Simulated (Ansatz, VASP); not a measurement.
## SiB4C: VASP beside Ansatz

```
Si B C
1.0
     2.95547    0.00000    0.00000
    -1.47773    2.55951    0.00000
     0.00000    0.00000    6.25087
Si B C
1 4 1
Cartesian
  0.0000 0.0000 3.1254
  0.0000 1.7063 4.7374
  0.0000 1.7063 1.5135
  1.4777 0.8532 4.7374
  1.4777 0.8532 1.5135
  0.0000 0.0000 0.0000
```

Change from the starting cell: species swapped into the HfTiB4 type (P6/mmm, No. 191).

Alike in both runs: functional PBE; k mesh 6 × 6 × 4; occupations gaussian, width 0.1 eV; no spin polarisation.

Ansatz relaxed the structure, and its values are those at the end. VASP's run is a single point on that final structure, the one shown.

|  | VASP | Ansatz |
| --- | --- | --- |
| version | VASP 6.6.1 | Ansatz 0.2.0 |
| potentials or method | VASP PAW PBE potentials, release 64 (Si, B, C), cutoff 520 eV | scalar-relativistic, plane waves, PAW |
| valence electrons in the cell | 20 | 20 |

|  | VASP | Ansatz | Ansatz less VASP |
| --- | --- | --- | --- |
| gap on the k mesh at the Fermi level (eV) | none | none | - |
| pressure (GPa) | 0.2 | 0.2 | -0.03 |
| rms of the force components (eV/Å) | 0.004 | 0.004 | -0.0002 |

A gap of «none» marks a metal or a gap that the smearing closes. With one functional, cell and mesh, what is left measures potentials, basis and numerics.

The k mesh is coarse, so the values compare programs but aren't converged.
